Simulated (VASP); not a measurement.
The system is NiO.

```
Ni O
1.0
     0.00000    2.09360    2.09360
     2.09360    0.00000    2.09360
     2.09360    2.09360    0.00000
Ni O
1 1
Direct
  0.00000 0.00000 0.00000
  0.50000 0.50000 0.50000
```

Base run:

* Program: VASP 6.6.1
* Functional: LDA
* Potentials or basis: VASP PAW LDA potentials, release 64 (Ni, O)
* Cutoff: 520 eV
* k mesh: 9 × 9 × 9
* Occupations: gaussian, width 0.05 eV
* Spin: collinear spin, ferromagnetic start
* Starting moments: [2.0, 0.0] μB

Its results: pressure -22.9 GPa; net moment 0.41 μB per cell; site moments Ni +0.28; O +0.05 μB.

Q: The run is repeated on the same cell with these changes: further incar settings from ALGO = Normal; EDIFF = 1e-06; NBANDS = 19 to ALGO = Normal; EDIFF = 1e-07; NBANDS = 19. What comes out?

A: Pressure -20.6 GPa; net moment 0.64 μB per cell; site moments Ni +0.53; O +0.09 μB.

Caveats: a cell with one magnetic atom can't hold antiferromagnetic order, which such compounds often take.
